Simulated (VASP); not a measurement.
The system is Si3S.

```xyz
4
Lattice="4.0047 0.0000 0.0000 0.0000 4.0047 0.0000 0.0000 0.0000 4.0047" Properties=species:S:1:pos:R:3 pbc="T T T"
Si    0.0000    2.0024    2.0024
Si    2.0024    0.0000    2.0024
Si    2.0024    2.0024    0.0000
S     0.0000    0.0000    0.0000
```

| Quantity | Value |
| --- | --- |
| Program | VASP 6.6.1 |
| Task | relaxation of cell and atoms |
| Functional | PBE |
| Potentials or basis | VASP PAW PBE potentials, release 64 (Si, S) |
| Cutoff | 600 eV |
| k mesh | 12 × 12 × 12 |
| Occupations | gaussian, width 0.1 eV |
| Spin | no spin polarisation |

At the start: pressure -2.1 GPa; volume 16.06 Å³/atom.

**Question.** Where does the relaxation end?

**Answer.** Over 3 steps the energy falls by 3.4 meV/atom and the volume is 15.55 Å³/atom (-3.2 %); space group Pm-3m (No. 221, to 0.1 Å) before and after.

Step by step:
| step | energy change (eV) | largest force (eV/Å) | pressure (GPa) | volume (Å³) |
| --- | --- | --- | --- | --- |
| 1 | 0.0000 | 0.0000 | -2.06 | 64.23 |
| 2 | -0.0133 | 0.0000 | -0.15 | 62.33 |
| 3 | -0.0134 | 0.0000 | 0.00 | 62.20 |

Final structure:
```cif
data_structure
_symmetry_space_group_name_H-M 'P 1'
_symmetry_Int_Tables_number 1
_cell_length_a 3.9621
_cell_length_b 3.9621
_cell_length_c 3.9621
_cell_angle_alpha 90.000
_cell_angle_beta 90.000
_cell_angle_gamma 90.000
_cell_volume 62.20
loop_
_atom_site_label
_atom_site_type_symbol
_atom_site_fract_x
_atom_site_fract_y
_atom_site_fract_z
_atom_site_occupancy
Si1 Si 0.00000 0.50000 0.50000 1
Si2 Si 0.50000 0.00000 0.50000 1
Si3 Si 0.50000 0.50000 0.00000 1
S1 S 0.00000 0.00000 0.00000 1
```
